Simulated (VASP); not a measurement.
# VO2 (P4_2/mnm) in VASP: single point with r2SCAN

Aim: the single point of VO2 with r2SCAN.

All numbers are computed with VASP 6.6.1; they aren't measurements. Logs are shortened: lines on timing, memory, paths and dates and some standing lists are left out, and cuts for length are marked.

## Step 1: The cell of the first run

The structure is tetragonal, space group P4_2/mnm (No. 136). The conventional cell has a = 4.491 Å, b = 4.491 Å, c = 2.806 Å, α = 90.00°, β = 90.00°, γ = 90.00°. V (site symmetry mmm) has 6 O at 1.90 Å within 2.5 Å. O (site symmetry m2m) has 3 V at 1.90 Å and 11 O at 2.55 to 2.81 Å within 2.9 Å.

## Step 2: Single point, r2SCAN, collinear spin, ferromagnetic start (9.43 Å³/atom)

File POSCAR:

```
VO2
1.0
    4.4912987215      0.0000000000      0.0000000000
    0.0000000000      4.4912987215      0.0000000000
    0.0000000000      0.0000000000      2.8055718378
V O
2 4
Direct
    0.0000000000      0.0000000000      0.0000000000
    0.5000000000      0.5000000000      0.5000000000
    0.2989893713      0.2989893713      0.0000000000
    0.2010106287      0.7989893713      0.5000000000
    0.7010106287      0.7010106287      0.0000000000
    0.7989893713      0.2010106287      0.5000000000
```

File INCAR.step1:

```
ALGO = Normal ; EDIFF = 1E-5
ENCUT = 660 ; GGA = PE
GGA_COMPAT = F ; ISMEAR = 0
ISPIN = 2 ; KPAR = 4
LASPH = T ; LCHARG = F
LMAXMIX = 4 ; LREAL = F
LWAVE = T ; MAGMOM = 0.98 0.98 0 0 0 0
NBANDS = 38 ; NELM = 200
PREC = Accurate ; SIGMA = 0.1
```

File INCAR.step2:

```
ALGO = Normal ; EDIFF = 1E-6
ENCUT = 660 ; GGA_COMPAT = F
ISIF = 2 ; ISMEAR = 0
ISPIN = 2 ; ISTART = 1
KPAR = 4 ; LASPH = T
LCHARG = T ; LMAXMIX = 4
LMIXTAU = T ; LORBIT = 11
LREAL = F ; LVHAR = T
LWAVE = F ; MAGMOM = 0.98 0.98 0 0 0 0
METAGGA = R2SCAN ; NBANDS = 38
NELM = 200 ; PREC = Accurate
SIGMA = 0.1
```

File KPOINTS:

```
k-points
0
Gamma
  8 8 12
```

Potentials or basis: VASP PAW PBE potentials, release 64 (V_sv, O).

Launch:

```sh
$ cat potpaw_PBE.64/V_sv/POTCAR potpaw_PBE.64/O/POTCAR > POTCAR
$ cp INCAR.step1 INCAR
$ mpirun -np 4 vasp_std > vasp.out
$ cp INCAR.step2 INCAR
$ mpirun -np 4 vasp_std > vasp.out
```

OUTCAR:

```text
EDIFF = 1E-6
   ENCUT = 660
   ISIF = 2
   ISMEAR = 0
   ISPIN = 2
   ISTART = 1
   LASPH = T
   LORBIT = 11
   LREAL = F
   METAGGA = R2SCAN
   NELM = 200
   PREC = Accurate

 ion  position               nearest neighbor table
   1  0.000  0.000  0.000-   4 1.90   6 1.90   4 1.90   6 1.90   5 1.90   3 1.90
   2  0.500  0.500  0.500-   3 1.90   5 1.90   3 1.90   5 1.90   4 1.90   6 1.90
   3  0.299  0.299  0.000-   2 1.90   2 1.90   1 1.90
   4  0.201  0.799  0.500-   1 1.90   1 1.90   2 1.90
   5  0.701  0.701  0.000-   2 1.90   2 1.90   1 1.90
   6  0.799  0.201  0.500-   1 1.90   1 1.90   2 1.90

  LATTYP: Found a simple tetragonal cell.
 ALAT       =     4.4912987215
 C/A-ratio  =     0.6246682779

  Lattice vectors:

 A1 = (   4.4912987215,   0.0000000000,   0.0000000000)
 A2 = (   0.0000000000,   4.4912987215,   0.0000000000)
 A3 = (   0.0000000000,   0.0000000000,   2.8055718378)

Analysis of symmetry for initial positions (statically):
=====================================================================
 Subroutine PRICEL returns:
 Original cell was already a primitive cell.

 Routine SETGRP: Setting up the symmetry group for a
 simple tetragonal supercell.

 Subroutine GETGRP returns: Found 16 space group operations
 (whereof  8 operations were pure point group operations)
 out of a pool of 16 trial point group operations.

The static configuration has the point symmetry D_2h.
 The point group associated with its full space group is D_4h.

Analysis of symmetry for dynamics (positions and initial velocities):
=====================================================================
 Subroutine PRICEL returns:
 Original cell was already a primitive cell.

 Routine SETGRP: Setting up the symmetry group for a
 simple tetragonal supercell.

 Subroutine GETGRP returns: Found 16 space group operations
 (whereof  8 operations were pure point group operations)
 out of a pool of 16 trial point group operations.

The dynamic configuration has the point symmetry D_2h.
 The point group associated with its full space group is D_4h.

Analysis of structural, dynamic, and magnetic symmetry:
=====================================================================
 Subroutine PRICEL returns:
 Original cell was already a primitive cell.

 Routine SETGRP: Setting up the symmetry group for a
 simple tetragonal supercell.

 Subroutine GETGRP returns: Found 16 space group operations
 (whereof  8 operations were pure point group operations)
 out of a pool of 16 trial point group operations.

The overall configuration has the point symmetry D_2h.
 The point group associated with its full space group is D_4h.

 Subroutine INISYM returns: Found 16 space group operations
 (whereof  8 operations are pure point group operations),
 and found     1 'primitive' translations

----------------------------------------------------------------------------------------

                                     Primitive cell

  volume of cell :      56.5933

  direct lattice vectors                    reciprocal lattice vectors
     4.491298721  0.000000000  0.000000000     0.222652747  0.000000000  0.000000000
     0.000000000  4.491298721  0.000000000     0.000000000  0.222652747  0.000000000
     0.000000000  0.000000000  2.805571838     0.000000000  0.000000000  0.356433575

  length of vectors
     4.491298721  4.491298721  2.805571838     0.222652747  0.222652747  0.356433575

  position of ions in fractional coordinates (direct lattice)
     0.000000000  0.000000000  0.000000000
     0.500000000  0.500000000  0.500000000
     0.298989371  0.298989371  0.000000000
     0.201010629  0.798989371  0.500000000
     0.701010629  0.701010629  0.000000000
     0.798989371  0.201010629  0.500000000

  ion indices of the primitive-cell ions
   primitive index   ion index
                 1           1
                 2           2
                 3           3
                 4           4
                 5           5
                 6           6

----------------------------------------------------------------------------------------

 KPOINTS: k-points

Automatic generation of k-mesh.
 Grid dimensions read from file:
 generate k-points for:    8    8   12

 Generating k-lattice:

  Cartesian coordinates                     Fractional coordinates (reciprocal lattice)
     0.027831593  0.000000000  0.000000000     0.125000000  0.000000000  0.000000000
     0.000000000  0.027831593  0.000000000     0.000000000  0.125000000  0.000000000
     0.000000000  0.000000000  0.029702798     0.000000000  0.000000000  0.083333333

  Length of vectors
     0.027831593  0.027831593  0.029702798

  Shift w.r.t. Gamma in fractional coordinates (k-lattice)
     0.000000000  0.000000000  0.000000000

 Subroutine IBZKPT returns following result:
 ===========================================

 Found    105 irreducible k-points:

 Following reciprocal coordinates:
            Coordinates               Weight
  0.000000  0.000000  0.000000      1.000000
  0.125000  0.000000  0.000000      4.000000
  0.250000  0.000000  0.000000      4.000000
  0.375000  0.000000  0.000000      4.000000
  0.500000  0.000000  0.000000      2.000000
  0.125000  0.125000  0.000000      4.000000
[... 16 lines left out ...]
  0.375000  0.125000  0.083333     16.000000
  0.500000  0.125000  0.083333      8.000000
 [... further k-points ...]
   k-points           NKPTS =    105   k-points in BZ     NKDIM =    105   number of bands    NBANDS=     38
   number of dos      NEDOS =    301   number of ions     NIONS =      6
   total plane-waves  NPLWV =  38400
   dimension x,y,z NGX =    40 NGY =   40 NGZ =   24
   dimension x,y,z NGXF=    80 NGYF=   80 NGZF=   48
   ions per type =               2   4
   NGX,Y,Z   is equivalent  to a cutoff of  14.81, 14.81, 14.22 a.u.
   NGXF,Y,Z  is equivalent  to a cutoff of  29.61, 29.61, 28.44 a.u.
 SYSTEM =  unknown system
   PREC   = accura    normal or accurate (medium, high low for compatibility)
   ISTART =      1    job   : 0-new  1-cont  2-samecut
   ICHARG =      0    charge: 1-file 2-atom 10-const
   ISPIN  =      2    spin polarized calculation?
   LNONCOLLINEAR =      F non collinear calculations
   LSORBIT =      F    spin-orbit coupling
   LASPH  =      T    aspherical Exc in radial PAW
   ENCUT  =  660.0 eV  48.51 Ry    6.96 a.u.   9.41  9.41  5.88*2*pi/ulx,y,z
   NELM   =    200;   NELMIN=  2; NELMDL=  0     # of ELM steps
   EDIFF  = 0.1E-05   stopping-criterion for ELM
   LREAL  =      F    real-space projection
   EDIFFG = 0.1E-04   stopping-criterion for IOM
   NSW    =      0    number of steps for IOM
   IBRION =     -1    ionic relax: 0-MD 1-quasi-New 2-CG
   NFREE  =      0    steps in history (QN), initial steepest desc. (CG)
   ISIF   =      2    stress and relaxation
   ISYM   =      2    0-nonsym 1-usesym 2-fastsym
   POTIM  = 0.5000    time-step for ionic-motion
   TEBEG  =    0.0;   TEEND  =   0.0 temperature during run
   PSTRESS=    0.0 pullay stress
   NELECT =      50.0000    total number of electrons
   NUPDOWN=      -1.0000    fix difference up-down
   EMIN   =  10.00;   EMAX   =-10.00  energy-range for DOS
   EFERMI =   0.00;   METHOD = LEGACY
   ISMEAR =     0;   SIGMA  =   0.10  broadening in eV -4-tet -1-fermi 0-gaus
   EFERMI_NEDOS =   21; number of points for ismear=-14 and -15
   IALGO  =     38    algorithm
   IMIX   =      4    mixing-type and parameters
     AMIX     =   0.40;   BMIX     =  1.00
     AMIX_MAG =   1.60;   BMIX_MAG =  1.00
  volume/ion in A,a.u.               =       9.43        63.65
  Fermi-wavevector in a.u.,A,eV,Ry     =   1.570880  2.968533 33.574616  2.467665
  Thomas-Fermi vector in A             =   2.672547
   LORBIT       =     11    0 simple, 1 ext, 2 COOP (PROOUT), +10 PAW based schemes
   METAGGA = R2SCAN    functional components
   LHFCALC =     F    Hartree Fock is set to
   AEXX    =    0.0000 exact exchange contribution
   IVDW    =     0    specifies the selected vdW correction
   LEPSILON=     F    determine dielectric tensor
   LRPA    =     F    only Hartree local field effects (RPA)
 spin polarized calculation
 Gauss-broadening in eV      SIGMA  =   0.10
  energy-cutoff  :      660.00
  volume of cell :       56.59
 maximum number of plane-waves:      2204
 NGX is ok and might be reduce to    40
   NGX = 19   NGY = 19   NGZ = 11

 number of electron      49.9999989 magnetization       2.0000001

 Free energy of the ion-electron system (eV)
  ---------------------------------------------------
  ext. energy  EPLUGINS =         0.00000000
  ---------------------------------------------------
  free energy    TOTEN  =       -67.95133136 eV

  energy without entropy =      -67.93753457  energy(sigma->0) =      -67.94443296

 E-fermi :   6.5921     XC(G=0): -12.8258

 val. band max:        6.5890490928   @ k =   0.2500   0.0000   0.0000
 cond. band min:       6.5925511392   @ k =   0.3750   0.1250   0.0833
 fundamental gap:      0.0035020464
 Fermi energy:         6.5920662016

 spin component 1

 k-point     1 :       0.0000    0.0000    0.0000
  band No.  band energies     occupation
      1     -62.1802      1.00000
      2     -62.1681      1.00000
      3     -34.9344      1.00000
      4     -34.9344      1.00000
      5     -34.8196      1.00000
      6     -34.8196      1.00000
[... 29 lines left out ...]
     36      18.0203      0.00000
     37      18.0203      0.00000

 k-point     2 :       0.1250    0.0000    0.0000
  band No.  band energies     occupation
      1     -62.1797      1.00000
      2     -62.1685      1.00000
      3     -34.9306      1.00000
      4     -34.9303      1.00000
      5     -34.8239      1.00000
      6     -34.8237      1.00000
[... 29 lines left out ...]
     36      18.0243      0.00000
     37      18.1376      0.00000
[... 838 lines left out ...]
     36      17.8497      0.00000
     37      19.3518      0.00000

 k-point    24 :       0.5000    0.1250    0.0833
  band No.  band energies     occupation
      1     -62.1715      1.00000
      2     -62.1715      1.00000
      3     -34.9013      1.00000
      4     -34.9013      1.00000
      5     -34.8495      1.00000
      6     -34.8495      1.00000
[... 29 lines left out ...]
     36      17.1439      0.00000
     37      20.0864      0.00000

 [... further k-points ...]

 spin component 2

 k-point     1 :       0.0000    0.0000    0.0000
  band No.  band energies     occupation
      1     -60.6982      1.00000
      2     -60.6849      1.00000
      3     -33.4892      1.00000
      4     -33.4892      1.00000
      5     -33.3289      1.00000
      6     -33.3204      1.00000
[... 29 lines left out ...]
     36      18.3557      0.00000
     37      18.3557      0.00000

 k-point     2 :       0.1250    0.0000    0.0000
  band No.  band energies     occupation
      1     -60.6977      1.00000
      2     -60.6854      1.00000
      3     -33.4858      1.00000
      4     -33.4856      1.00000
      5     -33.3279      1.00000
      6     -33.3244      1.00000
[... 29 lines left out ...]
     36      18.3393      0.00000
     37      18.4777      0.00000
[... 838 lines left out ...]
     36      18.0189      0.00000
     37      19.7045      0.00000

 k-point    24 :       0.5000    0.1250    0.0833
  band No.  band energies     occupation
      1     -60.6888      1.00000
      2     -60.6888      1.00000
      3     -33.4608      1.00000
      4     -33.4608      1.00000
      5     -33.3560      1.00000
      6     -33.3560      1.00000
[... 29 lines left out ...]
     36      17.2891      0.00000
     37      20.4471      0.00000

 [... further k-points ...]

 [bands above 37 left out]

------------------------ aborting loop because EDIFF is reached ----------------------------------------

  FORCE on cell =-STRESS in cart. coord.  units (eV):
  Direction    XX          YY          ZZ          XY          YZ          ZX
  --------------------------------------------------------------------------------------
  -------------------------------------------------------------------------------------
  Total        3.1291830      3.1291830      3.3445607      0.0000000      0.0000000      0.0000000
  in kB       88.5882806     88.5882806     94.6856978      0.0000000      0.0000000      0.0000000
  external PRESSURE =      90.6207530 kB  Pullay stress =       0.0000000 kB

 VOLUME and BASIS-vectors are now :
 -----------------------------------------------------------------------------
  energy-cutoff  :      660.00
  volume of cell :       56.59
      direct lattice vectors                 reciprocal lattice vectors
     4.491298721  0.000000000  0.000000000     0.222652747  0.000000000  0.000000000
     0.000000000  4.491298721  0.000000000     0.000000000  0.222652747  0.000000000
     0.000000000  0.000000000  2.805571838     0.000000000  0.000000000  0.356433575

 POSITION                                       TOTAL-FORCE (eV/Angst)
 -----------------------------------------------------------------------------------
      0.00000      0.00000      0.00000         0.000000     -0.000000      0.000000
      2.24565      2.24565      1.40279         0.000000     -0.000000      0.000000
      1.34285      1.34285      0.00000        -0.028108     -0.028108      0.000000
      0.90280      3.58850      1.40279         0.028108     -0.028108      0.000000
      3.14845      3.14845      0.00000         0.028108      0.028108     -0.000000
      3.58850      0.90280      1.40279        -0.028108      0.028108     -0.000000
 -----------------------------------------------------------------------------------
    total drift:                                0.000000     -0.000000     -0.000000

  FREE ENERGIE OF THE ION-ELECTRON SYSTEM (eV)
  ---------------------------------------------------
  free  energy   TOTEN  =       -67.9513313617 eV

  energy  without entropy=      -67.9375345671  energy(sigma->0) =      -67.94443296

 total charge

# of ion       s       p       d       tot
------------------------------------------
    1        2.291   6.365   2.913  11.569
    2        2.291   6.365   2.913  11.569
    3        1.576   3.534   0.000   5.110
    4        1.576   3.534   0.000   5.110
    5        1.576   3.534   0.000   5.110
    6        1.576   3.534   0.000   5.110
--------------------------------------------------
tot         10.887  26.866   5.826  43.580

 magnetization (x)

# of ion       s       p       d       tot
------------------------------------------
    1        0.015   0.014   1.072   1.101
    2        0.015   0.014   1.072   1.101
    3       -0.002  -0.072   0.000  -0.075
    4       -0.002  -0.072   0.000  -0.075
    5       -0.002  -0.072   0.000  -0.075
    6       -0.002  -0.072   0.000  -0.075
--------------------------------------------------
tot          0.021  -0.262   2.144   1.903
```

It took 4.6 min on 4 MPI ranks of AMD EPYC 9R45 (Zen 5), shared host; peak memory 0.52 GiB.

Results:

| Item | Value |
| --- | --- |
| Free energy | -67.9513 eV |
| Pressure | 9.1 GPa |
| Largest force | 0.040 eV/Å |
| Band gap on the k mesh | zero (filled and empty bands overlap) |
| Net moment | 2.00 μB per cell |
| Site moments | V +1.10; O -0.07 μB |
| Valence electrons inside the program's atomic spheres | V 11.57; O 5.11 |

Forces on the atoms (eV/Å):
```
V    0.000  0.000  0.000
V    0.000  0.000  0.000
O   -0.028 -0.028  0.000
O    0.028 -0.028  0.000
O    0.028  0.028  0.000
O   -0.028  0.028  0.000
```

Caveat: the cell stands under pressure; the PAW data sets were made with another functional, which shifts forces and pressure a little; semilocal functionals often make such compounds metallic where correlation or magnetic order opens a gap, which also shifts bond lengths. With open d or f shells a metallic result of r2SCAN can be an artefact of self-interaction; +U or a hybrid may open a gap.
